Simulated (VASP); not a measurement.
# B (Cccm) in VASP: further runs

The runs below take B through single point, relaxation of cell and atoms, with PBE.

Program: VASP 6.6.1. These are calculated values, not measurements. Logs are shortened: lines on timing, memory, paths and dates and some standing lists are left out, and cuts for length are marked.

## Step 1: The cell of the first run

The structure is orthorhombic, space group Cccm (No. 66). The conventional cell has a = 3.319 Å, b = 5.707 Å, c = 4.669 Å, α = 90.00°, β = 90.00°, γ = 90.00°. Within 2.2 Å of B (site symmetry 222) lie 4 B at 1.65 Å. B (site symmetry m) has 4 B at 1.65 to 1.78 Å within 2.2 Å.

The cell was generated, and may not be a known phase.

## Step 2: Single point, PBE

INCAR reads:

```
SYSTEM = B
  PREC = Accurate
  ENCUT = 520
  EDIFF = 1E-7
  ISMEAR = 0
  SIGMA = 0.1
  LREAL = .FALSE.
  LASPH = .TRUE.
  NELM = 100
  ALGO = Normal
  ISIF = 2
  LWAVE = .FALSE.
  LCHARG = .FALSE.
  GGA = PE
  NBANDS = 18
```

KPOINTS reads:

```
regular mesh
0
G
  6 6 4
  0 0 0
```

POSCAR reads:

```
B
1.0
    1.6593739600     -2.8536704200      0.0000000000
    1.6593739600      2.8536704200      0.0000000000
    0.0000000000      0.0000000000      4.6687727700
B
6
Direct
    0.5000000000      0.5000000000      0.2500000000
    0.5000000000      0.5000000000      0.7500000000
    0.3032527700      0.0916540700      0.0000000000
    0.6967472300      0.9083459300      0.0000000000
    0.0916540700      0.3032527700      0.5000000000
    0.9083459300      0.6967472300      0.5000000000
```

Potentials or basis: VASP PAW PBE potentials, release 64 (B).

On the command line:

```bash
cat potpaw_PBE.64/B/POTCAR > POTCAR
mpirun -np 1 vasp_std > vasp.out
```

OUTCAR:

```text
SYSTEM = B
   PREC = Accurate
   ENCUT = 520
   EDIFF = 1E-7
   ISMEAR = 0
   LREAL = .FALSE.
   LASPH = .TRUE.
   NELM = 100
   ISIF = 2
   GGA = PE

 ion  position               nearest neighbor table
   1  0.500  0.500  0.250-   3 1.65   4 1.65   5 1.65   6 1.65
   2  0.500  0.500  0.750-   3 1.65   4 1.65   5 1.65   6 1.65
   3  0.303  0.092  0.000-   1 1.65   2 1.65   4 1.68   4 1.78
   4  0.697  0.908  0.000-   1 1.65   2 1.65   3 1.68   3 1.78
   5  0.092  0.303  0.500-   1 1.65   2 1.65   6 1.68   6 1.78
   6  0.908  0.697  0.500-   1 1.65   2 1.65   5 1.68   5 1.78

  LATTYP: Found a base centered orthorhombic cell.
 ALAT       =     3.3187479200
 B/A-ratio  =     1.7197271313
 C/A-ratio  =     1.4067874037

  Lattice vectors:

 A1 = (   1.6593739600,  -2.8536704200,   0.0000000000)
 A2 = (   1.6593739600,   2.8536704200,   0.0000000000)
 A3 = (   0.0000000000,   0.0000000000,   4.6687727700)

Analysis of symmetry for initial positions (statically):
=====================================================================
 Subroutine PRICEL returns:
 Original cell was already a primitive cell.

 Routine SETGRP: Setting up the symmetry group for a
 base centered orthorhombic supercell.

 Subroutine GETGRP returns: Found  8 space group operations
 (whereof  4 operations were pure point group operations)
 out of a pool of  8 trial point group operations.

The static configuration has the point symmetry C_2h.
 The point group associated with its full space group is D_2h.

Analysis of symmetry for dynamics (positions and initial velocities):
=====================================================================
 Subroutine PRICEL returns:
 Original cell was already a primitive cell.

 Routine SETGRP: Setting up the symmetry group for a
 base centered orthorhombic supercell.

 Subroutine GETGRP returns: Found  8 space group operations
 (whereof  4 operations were pure point group operations)
 out of a pool of  8 trial point group operations.

The dynamic configuration has the point symmetry C_2h.
 The point group associated with its full space group is D_2h.

 Subroutine INISYM returns: Found  8 space group operations
 (whereof  4 operations are pure point group operations),
 and found     1 'primitive' translations

----------------------------------------------------------------------------------------

                                     Primitive cell

  volume of cell :      44.2161

  direct lattice vectors                    reciprocal lattice vectors
[... 101 lines left out ...]
   ISIF   =      2    stress and relaxation
   ISYM   =      2    0-nonsym 1-usesym 2-fastsym
   POTIM  = 0.5000    time-step for ionic-motion
   TEBEG  =    0.0;   TEEND  =   0.0 temperature during run
   PSTRESS=    0.0 pullay stress
   NELECT =      18.0000    total number of electrons
   NUPDOWN=      -1.0000    fix difference up-down
   EMIN   =  10.00;   EMAX   =-10.00  energy-range for DOS
   EFERMI =   0.00;   METHOD = LEGACY
   ISMEAR =     0;   SIGMA  =   0.10  broadening in eV -4-tet -1-fermi 0-gaus
   EFERMI_NEDOS =   21; number of points for ismear=-14 and -15
   IALGO  =     38    algorithm
   IMIX   =      4    mixing-type and parameters
     AMIX     =   0.40;   BMIX     =  1.00
     AMIX_MAG =   1.60;   BMIX_MAG =  1.00
  volume/ion in A,a.u.               =       7.37        49.73
  Fermi-wavevector in a.u.,A,eV,Ry     =   1.213311  2.292825 20.029450  1.472123
  Thomas-Fermi vector in A             =   2.348767
   LORBIT       =      0    0 simple, 1 ext, 2 COOP (PROOUT), +10 PAW based schemes
   GGA     = PE    functional components
   LHFCALC =     F    Hartree Fock is set to
   AEXX    =    0.0000 exact exchange contribution
   IVDW    =     0    specifies the selected vdW correction
   LEPSILON=     F    determine dielectric tensor
   LRPA    =     F    only Hartree local field effects (RPA)
 non-spin polarized calculation
 Gauss-broadening in eV      SIGMA  =   0.10
  energy-cutoff  :      520.00
  volume of cell :       44.22
 maximum number of plane-waves:      1212
 NGX is ok and might be reduce to    28
   NGX = 13   NGY = 13   NGZ = 17

 number of electron      18.0000000 magnetization

 Free energy of the ion-electron system (eV)
  ---------------------------------------------------
  ext. energy  EPLUGINS =         0.00000000
  ---------------------------------------------------
  free energy    TOTEN  =       -33.91641141 eV

  energy without entropy =      -33.90664414  energy(sigma->0) =      -33.91152778

 E-fermi :   5.4365     XC(G=0): -11.6097

 val. band max:        5.4128053426   @ k =   0.5000   0.1667   0.2500
 cond. band min:       5.4446669325   @ k =   0.5000   0.0000   0.5000
 fundamental gap:      0.0318615898
 Fermi energy:         5.4365383283

 k-point     1 :       0.0000    0.0000    0.0000
  band No.  band energies     occupation
      1      -9.3306      2.00000
      2      -4.7912      2.00000
      3      -3.4265      2.00000
      4       2.4168      2.00000
      5       2.9010      2.00000
      6       3.8519      2.00000
[... 481 lines left out ...]
      5      -0.2361      2.00000
      6       0.5265      2.00000
[... 10 lines left out ...]
     17      16.6104      0.00000
     18      17.2162      0.00000

 [... further k-points ...]

------------------------ aborting loop because EDIFF is reached ----------------------------------------

  FORCE on cell =-STRESS in cart. coord.  units (eV):
  Direction    XX          YY          ZZ          XY          YZ          ZX
  --------------------------------------------------------------------------------------
  -------------------------------------------------------------------------------------
  Total       12.5647098     -4.8931056     14.1502600      0.0000000      0.0000000      0.0000000
  in kB      455.2838304   -177.3022919    512.7364423      0.0000000      0.0000000      0.0000000
  external PRESSURE =     263.5726602 kB  Pullay stress =       0.0000000 kB

 VOLUME and BASIS-vectors are now :
 -----------------------------------------------------------------------------
  energy-cutoff  :      520.00
  volume of cell :       44.22
      direct lattice vectors                 reciprocal lattice vectors
     1.659373960 -2.853670420  0.000000000     0.301318456 -0.175212946  0.000000000
     1.659373960  2.853670420  0.000000000     0.301318456  0.175212946  0.000000000
     0.000000000  0.000000000  4.668772770     0.000000000  0.000000000  0.214189049

 POSITION                                       TOTAL-FORCE (eV/Angst)
 -----------------------------------------------------------------------------------
      1.65937      0.00000      1.16719        -0.000000     -0.000000     -0.000000
      1.65937      0.00000      3.50158        -0.000000     -0.000000      0.000000
      0.65530     -0.60383      0.00000        -1.580839      0.242485      0.000000
      2.66345      0.60383      0.00000         1.580839     -0.242485      0.000000
      0.65530      0.60383      2.33439        -1.580839     -0.242485      0.000000
      2.66345     -0.60383      2.33439         1.580839      0.242485     -0.000000
 -----------------------------------------------------------------------------------
    total drift:                                0.000000      0.000000     -0.000000

  FREE ENERGIE OF THE ION-ELECTRON SYSTEM (eV)
  ---------------------------------------------------
  free  energy   TOTEN  =       -33.9164114119 eV

  energy  without entropy=      -33.9066441381  energy(sigma->0) =      -33.91152778
```

OSZICAR:

```text
N       E                     dE             d eps       ncg     rms          rms(c)
DAV:   1     0.242023612010E+02    0.24202E+02   -0.81260E+03  1404   0.904E+02
DAV:   2    -0.337467390691E+02   -0.57949E+02   -0.54464E+02  1840   0.174E+02
DAV:   3    -0.354722251295E+02   -0.17255E+01   -0.16852E+01  1840   0.247E+01
DAV:   4    -0.354787088913E+02   -0.64838E-02   -0.64802E-02  1818   0.163E+00
DAV:   5    -0.354787368782E+02   -0.27987E-04   -0.27984E-04  1768   0.105E-01    0.704E+00
DAV:   6    -0.343013108728E+02    0.11774E+01   -0.66715E-01  1642   0.466E+00    0.402E+00
DAV:   7    -0.339128637861E+02    0.38845E+00   -0.74114E-01  1686   0.485E+00    0.743E-01
DAV:   8    -0.339158764053E+02   -0.30126E-02   -0.41395E-02  1668   0.119E+00    0.226E-01
DAV:   9    -0.339163629780E+02   -0.48657E-03   -0.11877E-03  1728   0.223E-01    0.446E-02
DAV:  10    -0.339164008804E+02   -0.37902E-04   -0.89999E-05  1722   0.604E-02    0.149E-02
DAV:  11    -0.339164108017E+02   -0.99213E-05   -0.14597E-05  1634   0.255E-02    0.315E-03
DAV:  12    -0.339164113423E+02   -0.54057E-06   -0.82207E-07  1804   0.597E-03    0.131E-03
DAV:  13    -0.339164114119E+02   -0.69640E-07   -0.14171E-07  1354   0.248E-03
   1 F= -.33916411E+02 E0= -.33911528E+02  d E =-.976727E-02
```

stdout:

```text
POSCAR found type information on POSCAR B
 POSCAR found :  1 types and       6 ions
 scaLAPACK will be used
 LDA part: xc-table for (Slater+PW92), standard interpolation
 POSCAR, INCAR and KPOINTS ok, starting setup
 FFT: planning ... GRIDC
 FFT: planning ... GRID_SOFT
 FFT: planning ... GRID
 WAVECAR not read
 entering main loop
```

It took 53 s on 1 thread of Intel Xeon 8259CL, shared host; peak memory 0.17 GiB.

Results:

- Free energy: -33.9164 eV
- Pressure: 26.4 GPa
- Largest force: 1.599 eV/Å
- Band gap on the k mesh: zero (bands 9 and 10 overlap by 2.73 eV)

Forces in eV/Å, atoms in the order of the input:
```
B    0.000  0.000  0.000
B    0.000  0.000  0.000
B   -1.581  0.242  0.000
B    1.581 -0.242  0.000
B   -1.581 -0.242  0.000
B    1.581  0.242  0.000
```

Stress tensor (GPa, compression positive):
```
 45.53   0.00   0.00
  0.00 -17.73   0.00
  0.00   0.00  51.27
```

Levels at points of the mesh, in eV from the Fermi level:
```csv
k point,band 5,band 6,band 7,band 8,band 9,band 10,band 11,band 12,band 13,band 14
"(0.00, 0.00, 0.00)",-2.54,-1.58,-1.39,-1.25,0.03,0.21,1.20,2.41,3.58,6.46
"(0.50, 0.00, 0.00)",-5.60,-5.37,-3.97,-3.37,0.63,0.64,2.38,4.01,5.25,8.50
"(0.50, 0.50, 0.00)",-6.04,-4.09,-3.59,-2.64,-1.58,-1.39,3.21,4.05,7.23,7.32
"(0.00, 0.00, 0.50)",-2.06,-2.06,-1.95,-1.95,-0.54,-0.54,0.41,0.41,5.21,5.21
"(0.50, 0.00, 0.50)",-4.64,-3.30,-1.96,-1.95,-0.21,0.01,1.72,2.94,4.97,8.65
"(0.50, 0.50, 0.50)",-3.33,-3.33,-3.26,-3.26,-1.03,-1.03,2.34,2.34,9.38,9.38
```

Caveat: the k points lie up to 0.37 Å⁻¹ apart, too coarse for converged energies and pressures of a metal; forces of over 1 eV/Å act on the atoms, so gaps and moduli don't describe the material at rest.

## Step 3: Single point, PBE

This run uses another cell than the first one, of 7.94 Å³/atom.

INCAR reads:

```
ALGO = Normal
EDIFF = 1E-7
ENCUT = 520
GGA = PE
ISIF = 2
ISMEAR = 0
LASPH = True
LCHARG = False
LREAL = False
LWAVE = False
NBANDS = 18
NELM = 80
PREC = Accurate
SIGMA = 0.1
```

KPOINTS reads:

```
k-points
0
Gamma
  6 6 4
```

POSCAR reads:

```
B
1.0
    1.5730308024     -2.5709412436      0.0000000000
    1.5730308024      2.5709412436      0.0000000000
    0.0000000000      0.0000000000      5.8885464818
B
6
Direct
    0.5000000000      0.5000000000      0.2500000000
    0.5000000000      0.5000000000      0.7500000000
    0.3326575175      0.1702804464      0.0000000000
    0.6673424825      0.8297195536      0.0000000000
    0.1702804464      0.3326575175      0.5000000000
    0.8297195536      0.6673424825      0.5000000000
```

Potentials or basis: VASP PAW PBE potentials, release 64 (B).

On the command line:

```bash
cat potpaw_PBE.64/B/POTCAR > POTCAR
mpirun -np 1 vasp_std > vasp.out
```

Run time: 46 s. Hardware: 1 thread of Intel Xeon 8259CL, shared host; peak memory 0.17 GiB.

It converged, with:

- Free energy: -37.6051 eV
- Pressure: 0.0 GPa
- Largest force: 0.013 eV/Å
- Band gap on the k mesh: zero (bands 9 and 10 overlap by 3.20 eV)

Forces on the atoms (eV/Å):
```
B    0.000  0.000  0.000
B    0.000  0.000  0.000
B   -0.013 -0.004  0.000
B    0.013  0.004  0.000
B   -0.013  0.004  0.000
B    0.013 -0.004  0.000
```

Stress tensor (GPa, compression positive):
```
-0.10  0.00  0.00
 0.00 -0.15  0.00
 0.00  0.00  0.22
```

Levels at points of the mesh, in eV from the Fermi level:
| k point | band 7 | band 8 | band 9 | band 10 | band 11 | band 12 |
| --- | --- | --- | --- | --- | --- | --- |
| (0.00, 0.00, 0.00) | 1.05 | 1.11 | 1.34 | 1.39 | 2.12 | 3.80 |
| (0.50, 0.00, 0.00) | -2.32 | -2.07 | -2.04 | 1.35 | 3.04 | 5.13 |
| (0.50, 0.50, 0.00) | -2.96 | -2.29 | -2.09 | -0.72 | -0.59 | 5.21 |
| (0.00, 0.00, 0.50) | 1.15 | 1.15 | 1.22 | 1.22 | 2.91 | 2.91 |
| (0.50, 0.00, 0.50) | -2.44 | -2.03 | -1.93 | 0.07 | 1.35 | 4.48 |
| (0.50, 0.50, 0.50) | -2.47 | -2.47 | -1.49 | -1.49 | 1.53 | 1.53 |

Caveat: the k points lie up to 0.39 Å⁻¹ apart, too coarse for converged energies and pressures of a metal.

(Continued in part 2 of 3.)

The gap in the log of VASP goes by the Fermi energy; the results here count the filled bands.